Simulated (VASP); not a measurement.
Si4P, 5 atoms in the cell. It takes space group P-6m2 (No. 187, hexagonal). Conventional cell: a = 3.681 Å, b = 3.681 Å, c = 9.863 Å, α = 90.00°, β = 90.00°, γ = 120.00°. Si (site symmetry 3m) has 2 Si at 2.33 to 2.60 Å within 3.1 Å. Within 2.8 Å of Si (site symmetry -6m2) lie 3 P at 2.13 Å and 2 Si at 2.60 Å. Si (site symmetry -6m2) has 2 Si at 2.33 Å within 3.1 Å. P (site symmetry -6m2) has 3 Si at 2.13 Å within 2.8 Å. The cell was built from a structure type or drawn by symmetry, and may not be a known phase.

```yaml
Program: VASP 6.6.1
Task: single point
Functional: PBE
Potentials_or_basis: VASP PAW PBE potentials, release 64 (Si, P)
Cutoff: 520 eV
k_mesh: 6 × 6 × 4
Occupations: gaussian, width 0.1 eV
Spin: no spin polarisation
Dipole_correction: no
Further_INCAR_settings: ALGO = Normal; EDIFF = 1e-06; NBANDS = 18
```

Potentials or basis: VASP PAW PBE potentials, release 64 (Si, P).

Run with:

```bash
$ cat potpaw_PBE.64/Si/POTCAR potpaw_PBE.64/P/POTCAR > POTCAR
$ mpirun -np 1 vasp_std > vasp.out
```

Hardware: 1 thread of Intel Xeon 8259CL (shared host).

Problem. How long does it take, and how much memory?

Solution. It took 90 s on 1 thread of Intel Xeon 8259CL, with other jobs on the host, peak memory 0.24 GiB. Counts: scf iterations 14, k points 21.
